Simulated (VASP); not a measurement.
# C (P6_3/mmc) in VASP: single point with PBEsol

Aim: the single point of C with PBEsol.

Program: VASP 6.6.1. These are calculated values, not measurements. Logs are shortened: lines on timing, memory, paths and dates and some standing lists are left out, and cuts for length are marked.

## (1) The cell of the first run

Symmetry: P6_3/mmc, No. 194, hexagonal system. Conventional cell: a = 2.489 Å, b = 2.489 Å, c = 4.223 Å, α = 90.00°, β = 90.00°, γ = 120.00°. Within 2.0 Å of C (site symmetry 3m) lie 4 C at 1.53 to 1.58 Å.

## (2) Single point, PBEsol (strained cell)

The input, INCAR:

```
PREC = Accurate ; ENCUT = 1300
EDIFF = 1E-6 ; ISMEAR = 0
SIGMA = 0.02 ; LREAL = False
LASPH = True ; NELM = 120
ALGO = Normal ; ISIF = 2
LWAVE = False ; LCHARG = False
GGA = PS ; NBANDS = 16
GGA_COMPAT = False
```

The input, KPOINTS:

```
regular mesh
0
Gamma
  9 9 6
```

The input, POSCAR:

```
C
1.0
    2.4893572955      0.0000000000      0.0000000000
   -1.2446786477      2.1558466570      0.0000000000
    0.0000000000      0.0000000000      4.2229976408
C
4
Direct
    0.3333333333      0.6666666667     -0.0002046816
    0.6666666667      0.3333333333      0.4997953184
    0.3333333333      0.6666666667      0.3742046816
    0.6666666667      0.3333333333      0.8742046816
```

Potentials or basis: VASP PAW PBE potentials, release 64 (C_h).

Run with:

```bash
cat potpaw_PBE.64/C_h/POTCAR > POTCAR
mpirun -np 1 vasp_std > vasp.out
```

OUTCAR:

```text
PREC = Accurate
   ENCUT = 1300
   EDIFF = 1E-6
   ISMEAR = 0
   LREAL = False
   LASPH = True
   NELM = 120
   ISIF = 2
   GGA = PS

 ion  position               nearest neighbor table
   1  0.333  0.667  1.000-
   2  0.667  0.333  0.500-
   3  0.333  0.667  0.374-
   4  0.667  0.333  0.874-

  LATTYP: Found a hexagonal cell.
 ALAT       =     2.4893572955
 C/A-ratio  =     1.6964208587

  Lattice vectors:

 A1 = (   2.4893572955,   0.0000000000,   0.0000000000)
 A2 = (  -1.2446786477,   2.1558466570,   0.0000000000)
 A3 = (   0.0000000000,   0.0000000000,   4.2229976408)

Analysis of symmetry for initial positions (statically):
=====================================================================
 Subroutine PRICEL returns:
 Original cell was already a primitive cell.

 Routine SETGRP: Setting up the symmetry group for a
 hexagonal supercell.

 Subroutine GETGRP returns: Found 24 space group operations
 (whereof  6 operations were pure point group operations)
 out of a pool of 24 trial point group operations.

The static configuration has the point symmetry C_3v.
 The point group associated with its full space group is D_6h.

Analysis of symmetry for dynamics (positions and initial velocities):
=====================================================================
 Subroutine PRICEL returns:
 Original cell was already a primitive cell.

 Routine SETGRP: Setting up the symmetry group for a
 hexagonal supercell.

 Subroutine GETGRP returns: Found 24 space group operations
 (whereof  6 operations were pure point group operations)
 out of a pool of 24 trial point group operations.

The dynamic configuration has the point symmetry C_3v.
 The point group associated with its full space group is D_6h.

 Subroutine INISYM returns: Found 24 space group operations
 (whereof  6 operations are pure point group operations),
 and found     1 'primitive' translations

----------------------------------------------------------------------------------------

                                     Primitive cell

  volume of cell :      22.6634

  direct lattice vectors                    reciprocal lattice vectors
     2.489357296  0.000000000  0.000000000     0.401710113  0.231927442  0.000000000
    -1.244678648  2.155846657  0.000000000     0.000000000  0.463854884  0.000000000
     0.000000000  0.000000000  4.222997641     0.000000000  0.000000000  0.236798617

  length of vectors
     2.489357296  2.489357295  4.222997641     0.463854884  0.463854884  0.236798617

  position of ions in fractional coordinates (direct lattice)
     0.333333333  0.666666667  0.999795318
     0.666666667  0.333333333  0.499795318
     0.333333333  0.666666667  0.374204682
     0.666666667  0.333333333  0.874204682

  ion indices of the primitive-cell ions
   primitive index   ion index
                 1           1
                 2           2
                 3           3
                 4           4

----------------------------------------------------------------------------------------

 KPOINTS: regular mesh

Automatic generation of k-mesh.
 Grid dimensions read from file:
 generate k-points for:    9    9    6

 Generating k-lattice:

  Cartesian coordinates                     Fractional coordinates (reciprocal lattice)
     0.044634457  0.025769716  0.000000000     0.111111111 -0.000000000  0.000000000
     0.000000000  0.051539432  0.000000000     0.000000000  0.111111111  0.000000000
     0.000000000  0.000000000  0.039466436     0.000000000  0.000000000  0.166666667

  Length of vectors
     0.051539432  0.051539432  0.039466436

  Shift w.r.t. Gamma in fractional coordinates (k-lattice)
     0.000000000  0.000000000  0.000000000

 Subroutine IBZKPT returns following result:
 ===========================================

 Found     48 irreducible k-points:

 Following reciprocal coordinates:
            Coordinates               Weight
  0.000000  0.000000  0.000000      1.000000
  0.111111 -0.000000  0.000000      6.000000
  0.222222 -0.000000  0.000000      6.000000
  0.333333 -0.000000  0.000000      6.000000
  0.444444 -0.000000  0.000000      6.000000
  0.111111  0.111111  0.000000      6.000000
[... 16 lines left out ...]
  0.333333  0.222222  0.166667     24.000000
  0.333333  0.333333  0.166667      4.000000
 [... further k-points ...]
   k-points           NKPTS =     48   k-points in BZ     NKDIM =     48   number of bands    NBANDS=     16
   number of dos      NEDOS =    301   number of ions     NIONS =      4
   total plane-waves  NPLWV =  45000
   dimension x,y,z NGX =    30 NGY =   30 NGZ =   50
   dimension x,y,z NGXF=    60 NGYF=   60 NGZF=  100
   ions per type =               4
   NGX,Y,Z   is equivalent  to a cutoff of  20.03, 20.03, 19.68 a.u.
   NGXF,Y,Z  is equivalent  to a cutoff of  40.07, 40.07, 39.37 a.u.
 SYSTEM =  unknown system
   PREC   = accura    normal or accurate (medium, high low for compatibility)
   ISTART =      0    job   : 0-new  1-cont  2-samecut
   ICHARG =      2    charge: 1-file 2-atom 10-const
   ISPIN  =      1    spin polarized calculation?
   LNONCOLLINEAR =      F non collinear calculations
   LSORBIT =      F    spin-orbit coupling
   LASPH  =      T    aspherical Exc in radial PAW
   ENCUT  = 1300.0 eV  95.55 Ry    9.77 a.u.   7.32  7.32 12.42*2*pi/ulx,y,z
   NELM   =    120;   NELMIN=  2; NELMDL= -5     # of ELM steps
   EDIFF  = 0.1E-05   stopping-criterion for ELM
   LREAL  =      F    real-space projection
   EDIFFG = 0.1E-04   stopping-criterion for IOM
   NSW    =      0    number of steps for IOM
   IBRION =     -1    ionic relax: 0-MD 1-quasi-New 2-CG
   NFREE  =      0    steps in history (QN), initial steepest desc. (CG)
   ISIF   =      2    stress and relaxation
   ISYM   =      2    0-nonsym 1-usesym 2-fastsym
   POTIM  = 0.5000    time-step for ionic-motion
   TEBEG  =    0.0;   TEEND  =   0.0 temperature during run
   PSTRESS=    0.0 pullay stress
   NELECT =      16.0000    total number of electrons
   NUPDOWN=      -1.0000    fix difference up-down
   EMIN   =  10.00;   EMAX   =-10.00  energy-range for DOS
   EFERMI =   0.00;   METHOD = LEGACY
   ISMEAR =     0;   SIGMA  =   0.02  broadening in eV -4-tet -1-fermi 0-gaus
   EFERMI_NEDOS =   21; number of points for ismear=-14 and -15
   IALGO  =     38    algorithm
   IMIX   =      4    mixing-type and parameters
     AMIX     =   0.40;   BMIX     =  1.00
     AMIX_MAG =   1.60;   BMIX_MAG =  1.00
  volume/ion in A,a.u.               =       5.67        38.24
  Fermi-wavevector in a.u.,A,eV,Ry     =   1.457716  2.754683 28.911499  2.124935
  Thomas-Fermi vector in A             =   2.574485
   LORBIT       =      0    0 simple, 1 ext, 2 COOP (PROOUT), +10 PAW based schemes
   GGA     = PS    functional components
   LHFCALC =     F    Hartree Fock is set to
   AEXX    =    0.0000 exact exchange contribution
   IVDW    =     0    specifies the selected vdW correction
   LEPSILON=     F    determine dielectric tensor
   LRPA    =     F    only Hartree local field effects (RPA)
 non-spin polarized calculation
 Gauss-broadening in eV      SIGMA  =   0.02
  energy-cutoff  :     1300.00
  volume of cell :       22.66
 maximum number of plane-waves:      2431
 NGX is ok and might be reduce to    30
   NGX = 15   NGY = 15   NGZ = 25

 number of electron      16.0000000 magnetization

 Free energy of the ion-electron system (eV)
  ---------------------------------------------------
  ext. energy  EPLUGINS =         0.00000000
  ---------------------------------------------------
  free energy    TOTEN  =       -38.43639102 eV

  energy without entropy =      -38.43639102  energy(sigma->0) =      -38.43639102

 E-fermi :  11.3220     XC(G=0): -13.5742

 val. band max:       11.2162122879   @ k =   0.0000   0.0000   0.0000
 cond. band min:      14.2696984491   @ k =   0.3333   0.3333   0.0000
 fundamental gap:      3.0534861612
 Fermi energy:        11.3220437272

 k-point     1 :       0.0000    0.0000    0.0000
  band No.  band energies     occupation
      1     -10.6237      2.00000
      2      -5.2597      2.00000
      3      -2.5513      2.00000
      4       8.3138      2.00000
      5       8.3138      2.00000
      6      10.7093      2.00000
[... 8 lines left out ...]
     15      25.5104      0.00000
     16      28.5122      0.00000

 k-point     2 :       0.1111   -0.0000    0.0000
  band No.  band energies     occupation
      1     -10.3118      2.00000
      2      -4.9787      2.00000
      3      -2.2554      2.00000
      4       6.8483      2.00000
      5       7.7000      2.00000
      6       9.9599      2.00000
[... 8 lines left out ...]
     15      25.8869      0.00000
     16      27.8779      0.00000

 k-point     3 :       0.2222   -0.0000    0.0000
  band No.  band energies     occupation
      1      -9.3822      2.00000
      2      -4.1405      2.00000
      3      -1.4054      2.00000
      4       3.7913      2.00000
      5       6.5083      2.00000
      6       7.3275      2.00000
[... 8 lines left out ...]
     15      25.8184      0.00000
     16      26.6288      0.00000

 k-point     4 :       0.3333   -0.0000    0.0000
  band No.  band energies     occupation
      1      -7.8614      2.00000
      2      -2.7649      2.00000
      3      -0.4817      2.00000
      4       0.9015      2.00000
      5       4.4212      2.00000
      6       5.4830      2.00000
[... 8 lines left out ...]
     15      26.1290      0.00000
     16      27.7234      0.00000

 k-point     5 :       0.4444   -0.0000    0.0000
  band No.  band energies     occupation
      1      -5.8840      2.00000
      2      -2.7299      2.00000
      3      -0.9439      2.00000
      4       1.6850      2.00000
      5       1.7580      2.00000
      6       4.9226      2.00000
[... 8 lines left out ...]
     15      27.5433      0.00000
     16      28.9872      0.00000

 k-point     6 :       0.1111    0.1111    0.0000
  band No.  band energies     occupation
      1      -9.6909      2.00000
      2      -4.4191      2.00000
      3      -1.6804      2.00000
      4       4.9658      2.00000
      5       6.3590      2.00000
      6       8.3085      2.00000
[... 8 lines left out ...]
     15      26.5436      0.00000
     16      26.6568      0.00000
[... 267 lines left out ...]
 k-point    21 :       0.4444    0.1111    0.1667
  band No.  band energies     occupation
      1      -4.8378      2.00000
      2      -3.1722      2.00000
      3      -0.9865      2.00000
      4       0.5312      2.00000
      5       3.0925      2.00000
      6       4.0319      2.00000
[... 8 lines left out ...]
     15      26.9478      0.00000
     16      29.1494      0.00000

 k-point    22 :       0.2222    0.2222    0.1667
  band No.  band energies     occupation
      1      -6.7923      2.00000
      2      -2.8864      2.00000
      3       0.0933      2.00000
      4       2.3445      2.00000
      5       2.6532      2.00000
      6       3.6968      2.00000
[... 8 lines left out ...]
     15      24.7794      0.00000
     16      27.2417      0.00000

 k-point    23 :       0.3333    0.2222    0.1667
  band No.  band energies     occupation
      1      -4.8630      2.00000
      2      -2.1327      2.00000
      3      -0.9512      2.00000
      4       1.4104      2.00000
      5       1.6935      2.00000
      6       3.6480      2.00000
[... 8 lines left out ...]
     15      26.2744      0.00000
     16      27.7017      0.00000

 k-point    24 :       0.3333    0.3333    0.1667
  band No.  band energies     occupation
      1      -3.1451      2.00000
      2      -3.1451      2.00000
      3       0.1884      2.00000
      4       0.6184      2.00000
      5       0.6184      2.00000
      6       3.5276      2.00000
[... 8 lines left out ...]
     15      26.9260      0.00000
     16      26.9260      0.00000

 [... further k-points ...]

------------------------ aborting loop because EDIFF is reached ----------------------------------------

  FORCE on cell =-STRESS in cart. coord.  units (eV):
  Direction    XX          YY          ZZ          XY          YZ          ZX
  --------------------------------------------------------------------------------------
  -------------------------------------------------------------------------------------
  Total        0.6961097      0.6961097     -2.6605166      0.0000000      0.0000000      0.0000000
  in kB       49.2110141     49.2110141   -188.0834623      0.0000000      0.0000000      0.0000000
  external PRESSURE =     -29.8871447 kB  Pullay stress =       0.0000000 kB

 VOLUME and BASIS-vectors are now :
 -----------------------------------------------------------------------------
  energy-cutoff  :     1300.00
  volume of cell :       22.66
      direct lattice vectors                 reciprocal lattice vectors
     2.489357296  0.000000000  0.000000000     0.401710113  0.231927442  0.000000000
    -1.244678648  2.155846657  0.000000000     0.000000000  0.463854884  0.000000000
     0.000000000  0.000000000  4.222997641     0.000000000  0.000000000  0.236798617

 POSITION                                       TOTAL-FORCE (eV/Angst)
 -----------------------------------------------------------------------------------
     -0.00000      1.43723      4.22213        -0.000000      0.000000      0.000623
      1.24468      0.71862      2.11063        -0.000000     -0.000000      0.000623
     -0.00000      1.43723      1.58027         0.000000      0.000000     -0.000623
      1.24468      0.71862      3.69176         0.000000     -0.000000     -0.000623
 -----------------------------------------------------------------------------------
    total drift:                               -0.000000      0.000000      0.000001

  FREE ENERGIE OF THE ION-ELECTRON SYSTEM (eV)
  ---------------------------------------------------
  free  energy   TOTEN  =       -38.4363910231 eV

  energy  without entropy=      -38.4363910231  energy(sigma->0) =      -38.43639102
```

Run time: 27 s. Hardware: 1 thread of AMD EPYC 9R45 (Zen 5), shared host; peak memory 0.18 GiB.

Results:

```yaml
Free_energy: -38.4364 eV
Pressure: -3.0 GPa
Band_gap_on_the_k_mesh: 3.05 eV (least direct gap 4.78 eV)
```

Caveat: the cell differs from its parent crystal (strained cell); the stress differs along the axes, from -19 to 5 GPa; the PAW data sets were made with another functional, which shifts forces and pressure a little. A k mesh can miss the band edges.
